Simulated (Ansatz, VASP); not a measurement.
**One calculation of KCl, two programs**

File INCAR:

```
SYSTEM = KCl
PREC = Accurate
ENCUT = 500
EDIFF = 1E-6
ISMEAR = 0
SIGMA = 0.02
LREAL = .FALSE.
LASPH = .TRUE.
NELM = 120
ALGO = Normal
ISIF = 2
LWAVE = .FALSE.
LCHARG = .FALSE.
GGA = CA
NBANDS = 15
GGA_COMPAT = .FALSE.
```

File KPOINTS:

```
regular mesh
0
G
  6 6 6
  0 0 0
```

Contents of POSCAR:

```
KCl
1.0
    3.5236810456      0.0000000000      0.0000000000
    0.0000000000      3.5236810456      0.0000000000
    0.0000000000      0.0000000000      3.5236810456
K Cl
1 1
Direct
    0.0000000000      0.0000000000      0.0000000000
    0.5000000000      0.5000000000      0.5000000000
```

Input for Ansatz:

```yaml
crystal:
  lattice:
    - [3.5236810456, 0.0, 0.0]
    - [0.0, 3.5236810456, 0.0]
    - [0.0, 0.0, 3.5236810456]
  atoms:
    - { symbol: K, position: [0.0, 0.0, 0.0] }
    - { symbol: Cl, position: [0.5, 0.5, 0.5] }
basis: {}
kpoints:
  mp_grid: { grid: [6, 6, 6] }
hamiltonian:
  xc: lda
  pseudopotentials: { kind: all_electron, lapw: {} }
scf:
  occupations: { method: gaussian, width: 0.02 }
output:
  forces: true
  stress: true
  eigenvalues: true
```

Alike in both runs: task single point; functional LDA; k mesh 6 × 6 × 6; occupations gaussian, width 0.02 eV; no spin polarisation.

|  | VASP | Ansatz |
| --- | --- | --- |
| version | VASP 6.6.1 | Ansatz 0.2.0 |
| potentials or method | VASP PAW LDA potentials, release 64 (K_sv, Cl), cutoff 500 eV | scalar-relativistic, all-electron LAPW |

Ansatz gave:

- gap on the k mesh at the Fermi level (eV): 5.67
- least direct gap on the mesh (eV): 5.87
- pressure (GPa): 3.4

Q: Estimate VASP's values.

A: gap on the k mesh at the Fermi level (eV): 5.68; least direct gap on the mesh (eV): 5.88; pressure (GPa): 3.6.

LDA's correlation is that of Perdew and Zunger in VASP and of Perdew and Wang (1992) in Ansatz. Ansatz ran all-electron here, and VASP with PAW potentials.
